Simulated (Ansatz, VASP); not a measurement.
One calculation of ZnO, two programs

The input INCAR:

```
PREC = Accurate ; ENCUT = 520
EDIFF = 1E-6 ; ISMEAR = -1
SIGMA = 0.05 ; LREAL = F
LASPH = T ; NELM = 60
ALGO = Normal ; ISIF = 2
LWAVE = F ; LCHARG = F
GGA = B5 ; ALDAX = 1.0
AGGAX = 1.0 ; AGGAC = 1.0
ALDAC = 0.0 ; IVDW = 12
VDW_S6 = 1.0 ; VDW_S8 = 2.6996
VDW_A1 = 0.4298 ; VDW_A2 = 4.2359
NBANDS = 26
```

KPOINTS

```
regular mesh
0
Gamma
  9 9 5
```

File POSCAR:

```
ZnO
1.0
    3.2053930491      0.0000000000      0.0000000000
   -1.6026965246      2.7759518096      0.0000000000
    0.0000000000      0.0000000000      5.1353529565
Zn O
2 2
Direct
    0.6666666667      0.3333333333      0.0000000000
    0.3333333333      0.6666666667      0.5000000000
    0.3333333333      0.6666666667      0.8790100000
    0.6666666667      0.3333333333      0.3790100000
```

input.yaml

```yaml
crystal:
  lattice:
    - [3.2053930491, 0.0, 0.0]
    - [-1.6026965246, 2.7759518096, 0.0]
    - [0.0, 0.0, 5.1353529565]
  atoms:
    - { symbol: Zn, position: [0.6666666667, 0.3333333333, 0.0] }
    - { symbol: Zn, position: [0.3333333333, 0.6666666667, 0.5] }
    - { symbol: O, position: [0.3333333333, 0.6666666667, 0.87901] }
    - { symbol: O, position: [0.6666666667, 0.3333333333, 0.37901] }
hamiltonian:
  xc: blyp
  pseudopotentials: { kind: paw }
  dispersion: d3bj
kpoints:
  mp_grid: { grid: [9, 9, 5] }
scf:
  occupations: { method: fermi_dirac, width: 0.05 }
output:
  forces: true
  stress: true
  eigenvalues: true
  write_density: true
  write_potential: true
  elf: true
  volumetric_format: npy
```

Alike in both runs: task single point; functional BLYP; dispersion D3(BJ); k mesh 9 × 9 × 5; occupations fermi-dirac, width 0.05 eV; no spin polarisation.

```csv
,VASP,Ansatz
version,VASP 6.6.1,Ansatz 0.2.0
potentials or method,"VASP PAW PBE potentials, release 64 (Zn, O)",Ansatz PAW
plane-wave cutoff (eV),520,420
valence electrons in the cell,36,36
```

Ansatz gave:

| Item | Value |
| --- | --- |
| gap on the k mesh at the Fermi level (eV) | 1.03 |
| least direct gap on the mesh (eV) | 1.03 |
| pressure (GPa) | 9.4 |
| traceless stress, the component that is largest in VASP (GPa) | 1.58 |
| rms of the force components (eV/Å) | 0.046 |

Question: Estimate VASP's values.

Answer: gap on the k mesh at the Fermi level (eV): 1.03; least direct gap on the mesh (eV): 1.03; pressure (GPa): 10.7; traceless stress, the component that is largest in VASP (GPa): 1.63; rms of the force components (eV/Å): 0.049.

VASP's potentials were made for PBE, not for BLYP. Atom by atom the forces differ by 0.003 eV/Å (rms over components).

Noted on Ansatz's run: odd divisions of the mesh miss points on the zone boundary, where band edges often lie, so the gap on the mesh can be too wide.
